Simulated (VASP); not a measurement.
# ReB (P4/mmm) in VASP: notebook

ReB is run at these levels: PBE; tasks: relaxation of cell and atoms, single point.

All numbers are computed with VASP 6.6.1; they aren't measurements. Logs are shortened: lines on timing, memory, paths and dates and some standing lists are left out, and cuts for length are marked.

### 1 The cell of the first run

It takes space group P4/mmm (No. 123, tetragonal). The conventional cell has a = 2.856 Å, b = 2.856 Å, c = 5.735 Å, α = 90.00°, β = 90.00°, γ = 90.00°. Within 2.6 Å of Re (site symmetry 4mm) lie 4 B at 1.95 Å. B (site symmetry mmm) has 4 Re at 1.95 Å and 4 B at 2.02 Å within 2.6 Å.

### 2 Relaxation of cell and atoms, PBE

INCAR reads:

```
ALGO = Normal ; EDIFF = 1E-7
EDIFFG = -0.04 ; ENCUT = 600
GGA = PE ; IBRION = 2
ISIF = 3 ; ISMEAR = 0
LASPH = True ; LCHARG = False
LREAL = False ; LWAVE = False
NELM = 60 ; NSW = 90
PREC = Accurate ; SIGMA = 0.1
```

KPOINTS reads:

```
k-points
0
Gamma
  6 6 4
```

POSCAR reads:

```
ReB
1.0
    2.8557300700      0.0000000000      0.0000000000
    0.0000000000      2.8557300700      0.0000000000
    0.0000000000      0.0000000000      5.7348493500
Re B
2 2
Direct
    0.5000000000      0.5000000000      0.2677464800
    0.5000000000      0.5000000000      0.7322535200
    0.0000000000      0.5000000000      0.5000000000
    0.5000000000      0.0000000000      0.5000000000
```

Potentials or basis: VASP PAW PBE potentials, release 64 (Re, B).

Run with:

```console
$ cat potpaw_PBE.64/Re/POTCAR potpaw_PBE.64/B/POTCAR > POTCAR
$ mpirun -np 1 vasp_std > vasp.out
```

OUTCAR:

```text
EDIFF = 1E-7
   EDIFFG = -0.04
   ENCUT = 600
   GGA = PE
   IBRION = 2
   ISIF = 3
   ISMEAR = 0
   LASPH = True
   LREAL = False
   NELM = 60
   NSW = 90
   PREC = Accurate

 ion  position               nearest neighbor table
   1  0.500  0.500  0.268-   3 1.95   4 1.95   4 1.95   3 1.95   2 2.66   2 3.07
   2  0.500  0.500  0.732-   3 1.95   4 1.95   4 1.95   3 1.95   1 2.66   1 3.07
   3  0.000  0.500  0.500-   1 1.95   2 1.95   1 1.95   2 1.95   4 2.02   4 2.02   4 2.02   4 2.02

   4  0.500  0.000  0.500-   1 1.95   2 1.95   1 1.95   2 1.95   3 2.02   3 2.02   3 2.02   3 2.02

  LATTYP: Found a simple tetragonal cell.
 ALAT       =     2.8557300700
 C/A-ratio  =     2.0081902734

  Lattice vectors:

 A1 = (   2.8557300700,   0.0000000000,   0.0000000000)
 A2 = (   0.0000000000,   2.8557300700,   0.0000000000)
 A3 = (   0.0000000000,   0.0000000000,   5.7348493500)

Analysis of symmetry for initial positions (statically):
=====================================================================
 Subroutine PRICEL returns:
 Original cell was already a primitive cell.

 Routine SETGRP: Setting up the symmetry group for a
 simple tetragonal supercell.

 Subroutine GETGRP returns: Found 16 space group operations
 (whereof 16 operations were pure point group operations)
 out of a pool of 16 trial point group operations.

The static configuration has the point symmetry D_4h.

Analysis of symmetry for dynamics (positions and initial velocities):
=====================================================================
 Subroutine PRICEL returns:
 Original cell was already a primitive cell.

 Routine SETGRP: Setting up the symmetry group for a
 simple tetragonal supercell.

 Subroutine GETGRP returns: Found 16 space group operations
 (whereof 16 operations were pure point group operations)
 out of a pool of 16 trial point group operations.

The dynamic configuration has the point symmetry D_4h.

 Subroutine INISYM returns: Found 16 space group operations
 (whereof 16 operations are pure point group operations),
 and found     1 'primitive' translations

----------------------------------------------------------------------------------------

                                     Primitive cell

  volume of cell :      46.7688

  direct lattice vectors                    reciprocal lattice vectors
     2.855730070  0.000000000  0.000000000     0.350173152  0.000000000  0.000000000
     0.000000000  2.855730070  0.000000000     0.000000000  0.350173152  0.000000000
[... 89 lines left out ...]
   EDIFF  = 0.1E-06   stopping-criterion for ELM
   LREAL  =      F    real-space projection
   EDIFFG = -.4E-01   stopping-criterion for IOM
   NSW    =     90    number of steps for IOM
   IBRION =      2    ionic relax: 0-MD 1-quasi-New 2-CG
   NFREE  =      1    steps in history (QN), initial steepest desc. (CG)
   ISIF   =      3    stress and relaxation
   ISYM   =      2    0-nonsym 1-usesym 2-fastsym
   POTIM  = 0.5000    time-step for ionic-motion
   TEBEG  =    0.0;   TEEND  =   0.0 temperature during run
   PSTRESS=    0.0 pullay stress
   NELECT =      20.0000    total number of electrons
   NUPDOWN=      -1.0000    fix difference up-down
   EMIN   =  10.00;   EMAX   =-10.00  energy-range for DOS
   EFERMI =   0.00;   METHOD = LEGACY
   ISMEAR =     0;   SIGMA  =   0.10  broadening in eV -4-tet -1-fermi 0-gaus
   EFERMI_NEDOS =   21; number of points for ismear=-14 and -15
   IALGO  =     38    algorithm
   IMIX   =      4    mixing-type and parameters
     AMIX     =   0.40;   BMIX     =  1.00
     AMIX_MAG =   1.60;   BMIX_MAG =  1.00
  volume/ion in A,a.u.               =      11.69        78.90
  Fermi-wavevector in a.u.,A,eV,Ry     =   1.233387  2.330764 20.697776  1.521244
  Thomas-Fermi vector in A             =   2.368119
   LORBIT       =      0    0 simple, 1 ext, 2 COOP (PROOUT), +10 PAW based schemes
   GGA     = PE    functional components
   LHFCALC =     F    Hartree Fock is set to
   AEXX    =    0.0000 exact exchange contribution
   IVDW    =     0    specifies the selected vdW correction
   LEPSILON=     F    determine dielectric tensor
   LRPA    =     F    only Hartree local field effects (RPA)
 conjugate gradient relaxation of ions
 non-spin polarized calculation
 Gauss-broadening in eV      SIGMA  =   0.10
  energy-cutoff  :      600.00
  volume of cell :       46.77
 maximum number of plane-waves:      1590
 NGX is ok and might be reduce to    24
   NGX = 11   NGY = 11   NGZ = 23

--------------------------------------- Ionic step        1  -------------------------------------------

 number of electron      20.0000000 magnetization

 Free energy of the ion-electron system (eV)
  ---------------------------------------------------
  ext. energy  EPLUGINS =         0.00000000
  ---------------------------------------------------
  free energy    TOTEN  =       -32.44195180 eV

  energy without entropy =      -32.42529577  energy(sigma->0) =      -32.43362378

------------------------ aborting loop because EDIFF is reached ----------------------------------------

  FORCE on cell =-STRESS in cart. coord.  units (eV):
  Direction    XX          YY          ZZ          XY          YZ          ZX
  --------------------------------------------------------------------------------------
  -------------------------------------------------------------------------------------
  Total       17.0129500     17.0129500     23.6744875      0.0000000      0.0000000     -0.0000000
  in kB      582.8192456    582.8192456    811.0261274      0.0000000      0.0000000     -0.0000000
  external PRESSURE =     658.8882062 kB  Pullay stress =       0.0000000 kB
[... 929 lines left out ...]
  FREE ENERGIE OF THE ION-ELECTRON SYSTEM (eV)
  ---------------------------------------------------
  free  energy   TOTEN  =       -30.6899238098 eV

  energy  without entropy=      -30.6717122121  energy(sigma->0) =      -30.68081801

[... ionic steps 4 to 25 ...]

--------------------------------------- Ionic step       26  -------------------------------------------

 number of electron      20.0000001 magnetization

------------------------ aborting loop because EDIFF is reached ----------------------------------------
[... 71 lines left out ...]
--------------------------------------- Ionic step       28  -------------------------------------------

 number of electron      20.0000001 magnetization

 Free energy of the ion-electron system (eV)
  ---------------------------------------------------
  ext. energy  EPLUGINS =         0.00000000
  ---------------------------------------------------
  free energy    TOTEN  =       -35.78195018 eV

  energy without entropy =      -35.77449246  energy(sigma->0) =      -35.77822132

 E-fermi :   6.8724     XC(G=0): -12.6524

 val. band max:        6.8098185586   @ k =   0.5000   0.0000   0.2500
 cond. band min:       6.9447717509   @ k =   0.5000   0.1667   0.0000
 fundamental gap:      0.1349531923
 Fermi energy:         6.8724246839
[... 439 lines left out ...]
  FREE ENERGIE OF THE ION-ELECTRON SYSTEM (eV)
  ---------------------------------------------------
  free  energy   TOTEN  =       -35.7819501846 eV

  energy  without entropy=      -35.7744924623  energy(sigma->0) =      -35.77822132

 reached required accuracy - stopping structural energy minimisation
```

OSZICAR:

```text
N       E                     dE             d eps       ncg     rms          rms(c)
DAV:   1     0.773915629726E+02    0.77392E+02   -0.10453E+04  1652   0.175E+03
DAV:   2    -0.316368929757E+02   -0.10903E+03   -0.10410E+03  1608   0.402E+02
DAV:   3    -0.384863604545E+02   -0.68495E+01   -0.65646E+01  1592   0.101E+02
[... 292 lines left out ...]
DAV:   1    -0.357819497613E+02   -0.16011E-03   -0.19464E-02  1356   0.188E+00    0.357E-02
DAV:   2    -0.357819583939E+02   -0.86326E-05   -0.28884E-04  1518   0.300E-01    0.176E-02
DAV:   3    -0.357819519790E+02    0.64149E-05   -0.16454E-05  1566   0.419E-02    0.109E-02
DAV:   4    -0.357819502196E+02    0.17594E-05   -0.35902E-06  1472   0.378E-02    0.103E-02
DAV:   5    -0.357819501846E+02    0.34956E-07   -0.12378E-07   714   0.578E-03
  28 F= -.35781950E+02 E0= -.35778221E+02  d E =-.160611E-03
```

It took 3.1 min on 1 thread of Intel Xeon 6975P-C (Granite Rapids), shared host; peak memory 0.19 GiB.

What came out:

```
Free energy                            : -35.7820 eV
Relaxed volume                         : 11.75 Å³/atom
Relaxed cell                           : a = 2.817 Å, b = 2.817 Å, c = 5.925 Å, α = 90.00°, β = 90.00°, γ = 90.00°
Space group after relaxing (to 0.05 Å) : P4/mmm (No. 123)
Energy gained by relaxing              : 835.0 meV/atom
Ionic steps                            : 28
Pressure after relaxing                : 0.0 GPa
Largest force after relaxing           : 0.026 eV/Å
Band gap on the k mesh                 : zero (band 10 reaches 8.28 eV, above the bottom of band 11 at 6.24 eV)
```

Forces in eV/Å, atoms in the order of the input:
```
Re   0.000  0.000  0.026
Re   0.000  0.000 -0.026
B    0.000  0.000  0.000
B    0.000  0.000  0.000
```

Step by step:
```
step  energy change (eV)  largest force (eV/Å)  pressure (GPa)  volume (Å³)
   1              0.0000               10.9342           65.89        46.77
   2              6.9190                0.8310          -40.44        87.33
   3              1.7520                1.8265          -46.78        70.28
   4             -1.5319                0.9194          -37.21        60.13
   5             -2.7187                1.3390          -11.56        53.18
   6             -2.7309                1.8939           -6.59        52.34
   7             -2.7318                1.7937           -7.47        52.48
   8             -3.1658                1.5373            0.53        49.44
   9             -3.2085                0.7392            6.17        48.25
  10             -3.0907                2.2979           -5.88        49.81
  11             -3.2330                0.1423            2.01        48.69
  12             -3.2477                0.2017           -3.50        49.43
  13             -3.2479                0.1635           -2.92        49.35
  14             -3.2623                0.4064           -3.61        49.21
  15             -3.2657                1.0606           -4.74        48.74
  16             -3.2708                0.8211           -4.38        48.92
  17             -3.2846                0.8948           -3.51        48.55
  18             -3.3128                0.9175           -0.30        47.42
  19             -3.2724                0.6417            8.61        45.17
  20             -3.3163                0.8571            1.35        46.90
  21             -3.3302                0.4824            0.42        46.90
  22             -3.3357                0.0346           -0.51        46.90
  23             -3.3379                0.0103            0.17        46.83
  24             -3.3388                0.0239            0.91        46.75
  25             -3.3388                0.0297            1.01        46.74
  26             -3.3397                0.0592            0.39        46.88
  27             -3.3398                0.0812           -0.03        46.98
  28             -3.3400                0.0262           -0.02        47.00
```

Final structure:
```xyz
4
Lattice="2.8166 0.0000 0.0000 0.0000 2.8166 0.0000 0.0000 0.0000 5.9245" Properties=species:S:1:pos:R:3 pbc="T T T"
Re    1.4083    1.4083    1.2495
Re    1.4083    1.4083    4.6750
B     0.0000    1.4083    2.9623
B     1.4083    0.0000    2.9623
```

Levels at points of the mesh, in eV from the Fermi level:
| k point | band 6 | band 7 | band 8 | band 9 | band 10 | band 11 | band 12 | band 13 | band 14 |
| --- | --- | --- | --- | --- | --- | --- | --- | --- | --- |
| (0.00, 0.00, 0.00) | -3.73 | -3.73 | -3.28 | -1.12 | 1.41 | 1.41 | 2.05 | 2.40 | 2.76 |
| (0.50, 0.00, 0.00) | -3.35 | -2.05 | -0.96 | -0.88 | 0.12 | 0.64 | 1.79 | 3.04 | 4.22 |
| (0.50, 0.50, 0.00) | -3.51 | -3.51 | -2.23 | -0.41 | -0.41 | 0.83 | 2.96 | 3.68 | 4.02 |
| (0.00, 0.00, 0.50) | -3.44 | -3.24 | -3.24 | -1.39 | -0.63 | -0.63 | 2.11 | 2.33 | 4.97 |
| (0.50, 0.00, 0.50) | -2.88 | -1.85 | -1.13 | -0.62 | -0.35 | -0.18 | 1.62 | 2.60 | 4.62 |
| (0.50, 0.50, 0.50) | -4.82 | -4.74 | -2.39 | -1.19 | 1.40 | 1.40 | 3.81 | 3.89 | 4.25 |

Caveat: the k points lie up to 0.37 Å⁻¹ apart in the final cell; spin-orbit coupling is left out, which moves the levels of the heavy elements.

### 3 Single point, PBE, collinear spin, ferromagnetic start

This run uses another cell than the first one, of 11.76 Å³/atom, 1.005 times its volume.

INCAR reads:

```
SYSTEM = ReB
  PREC = Accurate
  ENCUT = 520
  EDIFF = 1E-6
  ISMEAR = 0
  SIGMA = 0.1
  LREAL = .False.
  LASPH = .True.
  NELM = 150
  ALGO = Normal
  ISIF = 2
  LWAVE = .False.
  LCHARG = .False.
  ISPIN = 2
  MAGMOM = 1 1 0 0
  LORBIT = 11
  LMAXMIX = 4
  GGA = PE
  NBANDS = 22
```

KPOINTS reads:

```
regular mesh
0
Gamma
  6 6 4
  0 0 0
```

POSCAR reads:

```
ReB
1.0
    2.8181008814      0.0000000000      0.0000000000
    0.0000000000      2.8181008814      0.0000000000
    0.0000000000      0.0000000000      5.9210614863
Re B
2 2
Direct
    0.5000000000      0.5000000000      0.2121399233
    0.5000000000      0.5000000000      0.7878600767
    0.0000000000      0.5000000000      0.5000000000
    0.5000000000      0.0000000000      0.5000000000
```

Potentials or basis: VASP PAW PBE potentials, release 64 (Re, B).

Run with:

```console
$ cat potpaw_PBE.64/Re/POTCAR potpaw_PBE.64/B/POTCAR > POTCAR
$ mpirun -np 1 vasp_std > vasp.out
```

OUTCAR:

```text
SYSTEM = ReB
   PREC = Accurate
   ENCUT = 520
   EDIFF = 1E-6
   ISMEAR = 0
   LREAL = .False.
   LASPH = .True.
   NELM = 150
   ISIF = 2
   ISPIN = 2
   LORBIT = 11
   GGA = PE

 ion  position               nearest neighbor table
   1  0.500  0.500  0.212-   3 2.21   4 2.21   4 2.21   3 2.21   2 2.51   2 3.41
   2  0.500  0.500  0.788-   3 2.21   4 2.21   4 2.21   3 2.21   1 2.51   1 3.41
   3  0.000  0.500  0.500-   4 1.99   4 1.99   4 1.99   4 1.99   1 2.21   2 2.21   1 2.21   2 2.21

   4  0.500  0.000  0.500-   3 1.99   3 1.99   3 1.99   3 1.99   2 2.21   2 2.21   1 2.21   1 2.21

  LATTYP: Found a simple tetragonal cell.
 ALAT       =     2.8181008814
 C/A-ratio  =     2.1010821598

  Lattice vectors:

 A1 = (   2.8181008814,   0.0000000000,   0.0000000000)
 A2 = (   0.0000000000,   2.8181008814,   0.0000000000)
[... 1430 lines left out ...]

 POSITION                                       TOTAL-FORCE (eV/Angst)
 -----------------------------------------------------------------------------------
      1.40905      1.40905      1.25609         0.000000      0.000000     -0.242881
      1.40905      1.40905      4.66497         0.000000      0.000000      0.242881
      0.00000      1.40905      2.96053         0.000000      0.000000      0.000000
      1.40905      0.00000      2.96053         0.000000      0.000000      0.000000
 -----------------------------------------------------------------------------------
    total drift:                                0.000000     -0.000000     -0.000000

  FREE ENERGIE OF THE ION-ELECTRON SYSTEM (eV)
  ---------------------------------------------------
  free  energy   TOTEN  =       -35.7771015317 eV

  energy  without entropy=      -35.7687002179  energy(sigma->0) =      -35.77290087

 total charge

# of ion       s       p       d       tot
------------------------------------------
    1        0.610   0.588   4.946   6.143
    2        0.610   0.588   4.946   6.143
    3        0.699   1.196   0.000   1.895
    4        0.699   1.196   0.000   1.895
--------------------------------------------------
tot          2.616   3.567   9.892  16.076

 magnetization (x)

# of ion       s       p       d       tot
------------------------------------------
    1        0.000   0.000   0.000   0.000
    2        0.000   0.000   0.000   0.000
    3       -0.000   0.000   0.000   0.000
    4       -0.000   0.000   0.000   0.000
--------------------------------------------------
tot          0.000   0.000   0.000   0.000
```

Wall time 29 s (1 thread of Intel Xeon 6975P-C (Granite Rapids), shared host); peak memory 0.21 GiB.

Results:

```yaml
Free_energy: -35.7771 eV
Pressure: 0.4 GPa
Largest_force: 0.243 eV/Å
Band_gap_on_the_k_mesh: zero (filled and empty bands overlap)
Net_moment: 0.00 μB per cell
Valence_electrons_inside_the_program's_atomic_spheres: Re 6.14; B 1.90
```

Forces on the atoms (eV/Å):
```
Re   0.000  0.000 -0.243
Re   0.000  0.000  0.243
B    0.000  0.000  0.000
B    0.000  0.000  0.000
```

Stress tensor (GPa, compression positive):
```
0.33 0.00 0.00
0.00 0.33 0.00
0.00 0.00 0.42
```

Levels at points of the mesh, in eV from the Fermi level:
Spin up:
| k point | band 7 | band 8 | band 9 | band 10 | band 11 | band 12 | band 13 | band 14 |
| --- | --- | --- | --- | --- | --- | --- | --- | --- |
| (0.00, 0.00, 0.00) | -3.78 | -3.29 | -1.08 | 1.37 | 1.37 | 2.03 | 2.37 | 2.81 |
| (0.50, 0.00, 0.00) | -2.10 | -0.99 | -0.86 | 0.10 | 0.67 | 1.75 | 2.98 | 4.26 |
| (0.50, 0.50, 0.00) | -3.54 | -2.19 | -0.38 | -0.38 | 0.87 | 2.94 | 3.65 | 3.99 |
| (0.00, 0.00, 0.50) | -3.31 | -3.31 | -1.37 | -0.61 | -0.61 | 2.09 | 2.30 | 4.97 |
| (0.50, 0.00, 0.50) | -1.85 | -1.21 | -0.66 | -0.35 | -0.16 | 1.59 | 2.62 | 4.49 |
| (0.50, 0.50, 0.50) | -4.74 | -2.35 | -1.16 | 1.41 | 1.41 | 3.79 | 3.85 | 4.23 |
Spin down:
```csv
k point,band 7,band 8,band 9,band 10,band 11,band 12,band 13,band 14
"(0.00, 0.00, 0.00)",-3.78,-3.28,-1.08,1.37,1.37,2.03,2.37,2.81
"(0.50, 0.00, 0.00)",-2.10,-0.99,-0.86,0.10,0.67,1.75,2.98,4.26
"(0.50, 0.50, 0.00)",-3.54,-2.19,-0.38,-0.38,0.87,2.94,3.65,3.99
"(0.00, 0.00, 0.50)",-3.31,-3.31,-1.37,-0.61,-0.61,2.09,2.30,4.97
"(0.50, 0.00, 0.50)",-1.85,-1.21,-0.66,-0.35,-0.16,1.59,2.62,4.49
"(0.50, 0.50, 0.50)",-4.74,-2.35,-1.16,1.41,1.41,3.79,3.85,4.23
```

Caveat: the k points lie up to 0.37 Å⁻¹ apart; spin-orbit coupling is left out, which moves the levels of the heavy elements.

(Continued in part 2 of 2.)
